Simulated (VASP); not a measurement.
# Mo6CO in VASP: a series of runs, part 2 of 2

VASP 6.6.1. Earlier steps stand in the parts before.

## Step 3: Single point, PBE

The input, INCAR:

```
PREC = Accurate
ENCUT = 520
EDIFF = 1E-7
ISMEAR = 0
SIGMA = 0.1
LREAL = False
LASPH = True
NELM = 100
ALGO = Normal
ISIF = 2
LWAVE = False
LCHARG = True
LDIPOL = True
IDIPOL = 3
DIPOL = 0.5 0.5 0.325
GGA = PE
LELF = True
LVHAR = True
LVACPOTAV = True
NBANDS = 57
```

The input, KPOINTS:

```
Automatic mesh
0
Gamma
  6 6 1
```

The input, POSCAR:

```
Mo6CO
1.0
    4.4695355114      0.0000000000      0.0000000000
   -2.2347677557      3.8707312960      0.0000000000
    0.0000000000      0.0000000000     22.2594351375
Mo C O
6 1 1
Direct
    0.6666666667      0.3333333333      0.1796990793
    0.3333333333      0.6666666667      0.2206857490
    0.0000000000      0.0000000000      0.2616724188
    0.6666666667      0.3333333333      0.2990140341
    0.3333333333      0.6666666667      0.3355214634
    0.0000000000      0.0000000000      0.3710532224
    0.1666666667      0.3333333333      0.4438313496
    0.2415879097      0.4831758193      0.4889623002
```

Potentials or basis: VASP PAW PBE potentials, release 64 (Mo_sv, C, O).

Command:

```console
cat potpaw_PBE.64/Mo_sv/POTCAR potpaw_PBE.64/C/POTCAR potpaw_PBE.64/O/POTCAR > POTCAR
mpirun -np 1 vasp_std > vasp.out
```

Run time: 13 min. Hardware: 1 thread of Intel Xeon Platinum 8259CL at 2.50GHz (Skylake/Cascade Lake), shared host; peak memory 0.65 GiB.

The run converged. Its results:

```
Free energy            : -74.8576 eV
Largest force          : 2.418 eV/Å
Band gap on the k mesh : zero (filled and empty bands touch)
```

Forces on the atoms (eV/Å):
```
Mo   0.000 -0.043  1.663
Mo   0.000 -0.098 -0.326
Mo   0.000  0.307 -2.399
Mo   0.000  0.009 -0.740
Mo   0.000  0.020  0.473
Mo   0.000 -0.491  1.460
C    0.000 -0.134 -1.206
O    0.000  0.431  1.075
```

Levels at points of the mesh, in eV from the Fermi level:
| k point | band 44 | band 45 | band 46 | band 47 | band 48 | band 49 | band 50 | band 51 |
| --- | --- | --- | --- | --- | --- | --- | --- | --- |
| (0.00, 0.00, 0.00) | -1.35 | -1.21 | -1.20 | -0.72 | 0.24 | 0.74 | 1.01 | 1.19 |
| (0.50, 0.00, 0.00) | -1.32 | -0.80 | -0.20 | -0.05 | 0.15 | 0.23 | 0.63 | 1.17 |
| (0.00, 0.50, 0.00) | -1.21 | -0.71 | -0.24 | -0.04 | 0.04 | 0.34 | 0.65 | 1.20 |

## Step 4: Single point, PBE

The input, INCAR:

```
SYSTEM = Mo6CO
PREC     = Accurate       ! precision mode
ENCUT    = 520            ! plane-wave cutoff, eV
EDIFF    = 1E-6           ! SCF threshold, eV
ISMEAR   = 0              ! smearing method
SIGMA    = 0.1            ! smearing width, eV
LREAL    = .False.        ! projectors in reciprocal space
LASPH    = .True.         ! aspherical terms in the spheres
NELM     = 100            ! most SCF steps
ALGO     = Normal         ! electronic algorithm
ISIF     = 2              ! what is computed and relaxed
LWAVE    = .False.        ! write WAVECAR
LCHARG   = .False.        ! write CHGCAR
LDIPOL   = .True.       
IDIPOL   = 3            
DIPOL    = 0.5 0.5 0.328
GGA      = PE             ! functional
NBANDS   = 57             ! bands
```

The input, KPOINTS:

```
regular mesh
0
Gamma
  6 6 1
  0 0 0
```

POSCAR, as its differences from that of step 3:

```diff
@@ -14,3 +14,3 @@
     0.0000000000      0.0000000000      0.3710532224
-    0.1666666667      0.3333333333      0.4438313496
-    0.2415879097      0.4831758193      0.4889623002
+    0.1666666667      0.3333333333      0.4537147989
+    0.2415879097      0.4831758193      0.4988457496
```

Command:

```console
cat potpaw_PBE.64/Mo_sv/POTCAR potpaw_PBE.64/C/POTCAR potpaw_PBE.64/O/POTCAR > POTCAR
mpirun -np 1 vasp_std > vasp.out
```

Wall time 7.1 min (1 thread of AMD EPYC 9R45 (Zen 5), shared host); peak memory 0.62 GiB.

It converged, with:

```yaml
Free_energy: -74.7108 eV
Largest_force: 2.235 eV/Å
Band_gap_on_the_k_mesh: zero (filled and empty bands touch)
```

Forces on the atoms (eV/Å):
```
Mo   0.000 -0.042  1.574
Mo   0.000 -0.060 -0.275
Mo   0.000  0.201 -2.226
Mo   0.000  0.084 -0.673
Mo   0.000  0.093  0.491
Mo   0.000  0.124  2.159
C    0.000 -0.404 -1.405
O    0.000  0.004  0.354
```

Levels at points of the mesh, in eV from the Fermi level:
| k point | band 43 | band 44 | band 45 | band 46 | band 47 | band 48 | band 49 | band 50 | band 51 | band 52 |
| --- | --- | --- | --- | --- | --- | --- | --- | --- | --- | --- |
| (0.00, 0.00, 0.00) | -1.32 | -1.30 | -1.22 | -1.21 | -0.74 | 0.26 | 0.83 | 0.96 | 1.18 | 1.19 |
| (0.50, 0.00, 0.00) | -1.45 | -1.33 | -0.78 | -0.23 | -0.01 | 0.09 | 0.19 | 0.65 | 1.18 | 1.38 |
| (0.00, 0.50, 0.00) | -1.44 | -1.18 | -0.69 | -0.31 | -0.02 | 0.04 | 0.42 | 0.55 | 1.19 | 1.46 |

## Step 5: Single point, PBE

The input, INCAR:

```
PREC = Accurate
ENCUT = 520
EDIFF = 1E-7
ISMEAR = 0
SIGMA = 0.1
LREAL = False
LASPH = True
NELM = 80
ALGO = Normal
ISIF = 2
LWAVE = False
LCHARG = False
LDIPOL = True
IDIPOL = 3
DIPOL = 0.5 0.5 0.333
GGA = PE
NBANDS = 57
```

The input, KPOINTS:

```
regular mesh
0
Gamma
  6 6 1
```

POSCAR, as its differences from that of step 4:

```diff
@@ -14,3 +14,3 @@
     0.0000000000      0.0000000000      0.3710532224
-    0.1666666667      0.3333333333      0.4537147989
-    0.2415879097      0.4831758193      0.4988457496
+    0.1666666667      0.3333333333      0.4752786884
+    0.2415879097      0.4831758193      0.5204096391
```

Command:

```console
cat potpaw_PBE.64/Mo_sv/POTCAR potpaw_PBE.64/C/POTCAR potpaw_PBE.64/O/POTCAR > POTCAR
mpirun -np 1 vasp_std > vasp.out
```

Wall time 7.8 min (1 thread of AMD EPYC 9R45 (Zen 5), shared host); peak memory 0.61 GiB.

Results (log left out):

```
Free energy            : -74.1380 eV
Largest force          : 1.864 eV/Å
Band gap on the k mesh : zero (filled and empty bands overlap)
```

Forces in eV/Å, atoms in the order of the input:
```
Mo   0.000 -0.050  1.462
Mo   0.000  0.005 -0.182
Mo   0.000  0.039 -1.864
Mo   0.000  0.123 -0.465
Mo   0.000  0.146  0.298
Mo   0.000  0.257  1.821
C    0.000 -0.107 -0.430
O    0.000 -0.414 -0.639
```

Levels at points of the mesh, in eV from the Fermi level:
| k point | band 45 | band 46 | band 47 | band 48 | band 49 | band 50 |
| --- | --- | --- | --- | --- | --- | --- |
| (0.00, 0.00, 0.00) | -1.23 | -1.22 | -0.80 | 0.20 | 1.00 | 1.01 |
| (0.50, 0.00, 0.00) | -0.73 | -0.30 | 0.03 | 0.04 | 0.14 | 0.68 |
| (0.00, 0.50, 0.00) | -0.63 | -0.43 | 0.01 | 0.05 | 0.37 | 0.57 |

## Step 6: The runs side by side

```tsv
cell	gap on the mesh (eV)	largest force (eV/Å)
as given, atomic positions A	0.06	2.36
as given, atomic positions B	none	2.42
as given, atomic positions C	none	2.24
as given, atomic positions D	none	1.86
```

Alike in all rows: task single point; level PBE; potentials or basis VASP PAW PBE potentials, release 64 (Mo_sv, C, O); no spin polarisation; k mesh 6 × 6 × 1; cutoff (eV) 520; smearing gaussian 0.1 eV.

Absolute energies hang on the potentials; compare differences alone.
